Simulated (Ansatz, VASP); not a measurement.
TiO2: VASP beside Ansatz

The input POSCAR:

```
TiO2
1.0
    0.0000000000      2.4207955305      2.4207955305
    2.4207955305      0.0000000000      2.4207955305
    2.4207955305      2.4207955305      0.0000000000
Ti O
1 2
Direct
    0.0000000000      0.0000000000      0.0000000000
    0.2500000000      0.2500000000      0.2500000000
    0.7500000000      0.7500000000      0.7500000000
```

INCAR.step1

```
PREC = Accurate
ENCUT = 520
ISMEAR = 0
SIGMA = 0.01
LREAL = False
LASPH = True
NELM = 100
NBANDS = 19
GGA = PE
ALGO = Normal
EDIFF = 1E-4
LWAVE = True
LCHARG = False
```

The input INCAR.step2:

```
PREC = Accurate
ENCUT = 520
EDIFF = 1E-6
ISMEAR = 0
SIGMA = 0.01
LREAL = False
LASPH = True
NELM = 100
ALGO = Normal
ISIF = 2
LWAVE = False
LCHARG = False
METAGGA = R2SCAN
LMIXTAU = True
NBANDS = 19
ISTART = 1
```

The input KPOINTS:

```
regular mesh
0
Gamma
  10 10 10
```

Input for Ansatz:

```yaml
crystal:
  lattice:
    - [0.0, 2.4207955305, 2.4207955305]
    - [2.4207955305, 0.0, 2.4207955305]
    - [2.4207955305, 2.4207955305, 0.0]
  atoms:
    - { symbol: Ti, position: [0.0, 0.0, 0.0] }
    - { symbol: O, position: [0.25, 0.25, 0.25] }
    - { symbol: O, position: [0.75, 0.75, 0.75] }
kpoints:
  mp_grid: { grid: [10, 10, 10] }
  band_path:
    path:
      - [0.0, 0.0, 0.0]
      - [0.5, 0.0, 0.5]
      - [0.625, 0.25, 0.625]
      - [0.375, 0.375, 0.75]
      - [0.5, 0.5, 0.5]
      - [0.5, 0.25, 0.75]
      - [0.0, 0.5, 0.5]
    npoints: 1
hamiltonian:
  xc: r2scan
scf:
  occupations: { method: fixed }
  n_extra_bands: 4
output:
  forces: true
  stress: true
  eigenvalues: true
```

Change from the starting cell: hydrostatic strain +1.0%.

Alike in both runs: task single point; functional r2SCAN; k mesh 10 × 10 × 10; no spin polarisation.

|  | VASP | Ansatz |
| --- | --- | --- |
| version | VASP 6.6.1 | Ansatz 0.2.0 |
| potentials or method | VASP PAW PBE potentials, release 64 (Ti_sv, O) | plane waves, PAW |
| plane-wave cutoff (eV) | 520 | 500 |
| occupations | gaussian, width 0.01 eV | fixed |
| valence electrons in the cell | 24 | 24 |

VASP gave:

```
gap on the k mesh at the Fermi level (eV) : 1.51
pressure (GPa)                            : -6.4
```

**Question.** What did Ansatz give for the same quantities?

**Answer.** gap on the k mesh at the Fermi level (eV): 1.47; pressure (GPa): -7.7.

VASP's potentials were made for PBE, not for r2SCAN.
